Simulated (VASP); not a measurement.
Input of a VASP 6.6.1 run:

The input INCAR:

```
SYSTEM = Bi
ALGO = Normal
EDIFF = 1E-7
ENCUT = 520
GGA = CA
ISIF = 2
ISMEAR = -1
LASPH = .TRUE.
LCHARG = .FALSE.
LREAL = .FALSE.
LWAVE = .FALSE.
NBANDS = 38
NELM = 100
PREC = Accurate
SIGMA = 0.1
```

File KPOINTS:

```
k-points
0
G
  12 12 3
  0 0 0
```

POSCAR

```
Bi
1.0
    3.5328219549      0.0000000000      0.0000000000
   -1.7664109775      3.0595135600      0.0000000000
    0.0000000000      0.0000000000     11.7734387508
Bi
4
Direct
    0.0000000000      0.0000000000      0.0000000000
    0.0000000000      0.0000000000      0.5000000000
    0.3333333333      0.6666666667      0.2500000000
    0.6666666667      0.3333333333      0.7500000000
```

Potentials or basis: VASP PAW LDA potentials, release 64 (Bi_d).

Run with:

```sh
$ cat potpaw_LDA.64/Bi_d/POTCAR > POTCAR
$ mpirun -np 1 vasp_std > vasp.out
```

(1) What does it give for the pressure?

(2) Predict the band gap on the k mesh.

Results:

(1) -4.2 GPa.

(2) zero (bands 30 and 31 overlap by 5.96 eV).

Caveat: the cell stands under tension; spin-orbit coupling is left out, which moves the levels of the heavy elements.
